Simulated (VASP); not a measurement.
A run of VASP 6.6.1:

Contents of INCAR:

```
PREC = Accurate ; ENCUT = 500
EDIFF = 1E-6 ; ISMEAR = 0
SIGMA = 0.1 ; LREAL = F
LASPH = T ; NELM = 120
ALGO = Normal ; ISIF = 2
LWAVE = F ; LCHARG = T
GGA = PE ; LELF = T
LVHAR = T ; NBANDS = 11
GGA_COMPAT = F
```

Contents of KPOINTS:

```
regular mesh
0
Gamma
  8 8 8
```

File POSCAR:

```
Pd
1.0
    0.0000000000      1.9400000000      1.9400000000
    1.9400000000      0.0000000000      1.9400000000
    1.9400000000      1.9400000000      0.0000000000
Pd
1
Direct
    0.0000000000      0.0000000000      0.0000000000
```

Potentials or basis: VASP PAW PBE potentials, release 64 (Pd).

Run with:

```bash
$ cat potpaw_PBE.64/Pd/POTCAR > POTCAR
$ mpirun -np 1 vasp_std > vasp.out
```

Hardware: 1 thread of Intel Xeon 8259CL, on a shared host.

Task: Estimate the wall time of this run.

Result: Wall time 8 s on 1 thread of Intel Xeon 8259CL, with other jobs on the host, peak memory 0.12 GiB. Counts: scf iterations 11, k points 29.
